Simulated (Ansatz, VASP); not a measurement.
## One calculation of TiO2, two programs

```
Ti O
1.0
     2.68476   -2.68476   -0.02016
     2.68476    2.68476   -0.02016
    -2.64856    0.00000    4.85010
Ti O
2 4
Cartesian
  2.0226 2.0136 1.1924
  0.6983 -2.0136 3.6174
  -0.6472 -0.6712 3.2038
  3.3682 0.6712 1.6060
  2.0439 -0.6712 4.0311
  0.6770 0.6712 0.7787
```

Alike in both runs: functional r2SCAN; k mesh 6 × 6 × 6; occupations gaussian, width 0.02 eV; no spin polarisation; Hubbard terms Ti d U = 4.0 eV.

Ansatz relaxed the structure, and its values are those at the end. VASP's run is a single point on that final structure, the one shown.

```csv
,VASP,Ansatz
version,VASP 6.6.1,Ansatz 0.2.0
potentials or method,"VASP PAW PBE potentials, release 64 (Ti_sv, O_h), cutoff 910 eV","scalar-relativistic, plane waves, PAW"
valence electrons in the cell,48,48
```

|  | VASP | Ansatz | Ansatz less VASP |
| --- | --- | --- | --- |
| gap on the k mesh at the Fermi level (eV) | 3.25 | 3.16 | -0.097 |
| least direct gap on the mesh (eV) | 3.54 | 3.43 | -0.109 |
| rms of the force components (eV/Å) | 0.080 | 0.001 | -0.0793 |

VASP's potentials were made for PBE, not for r2SCAN. The programs project onto different local orbitals, so the same U acts differently, and such runs can settle in different states.

Noted on VASP's run: the cutoff is under 1.25 times that of the potentials, so the pressure is a little rough.
